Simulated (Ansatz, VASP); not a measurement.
## One calculation of TiO2, two programs

```
Ti O
1.0
     4.96840    0.00000    0.00000
     0.00000    4.96840    0.00000
     0.00000    0.00000    2.72680
Ti O
2 4
Direct
  0.00000 0.00000 0.00000
  0.50000 0.50000 0.50000
  0.30510 0.30510 0.00000
  0.19490 0.80510 0.50000
  0.69490 0.69490 0.00000
  0.80510 0.19490 0.50000
```

Alike in both runs: task single point; functional PBE; k mesh 6 × 6 × 10; occupations gaussian, width 0.05 eV; no spin polarisation.

|  | VASP | Ansatz |
| --- | --- | --- |
| version | VASP 6.6.1 | Ansatz 0.2.0 |
| potentials or method | VASP PAW PBE potentials, release 64 (Ti_sv, O), cutoff 520 eV | scalar-relativistic, plane waves, PAW |
| valence electrons in the cell | 48 | 48 |

```csv
,VASP,Ansatz,Ansatz less VASP
gap on the k mesh at the Fermi level (eV),1.62,1.63,+0.010
least direct gap on the mesh (eV),1.63,1.64,+0.007
pressure (GPa),-1.8,-2.4,-0.62
"traceless stress, the component that is largest in VASP (GPa)",27.03,26.72,-0.308
rms of the force components (eV/Å),0.201,0.233,+0.0322
```

Atom by atom the forces differ by 0.032 eV/Å (rms over components).
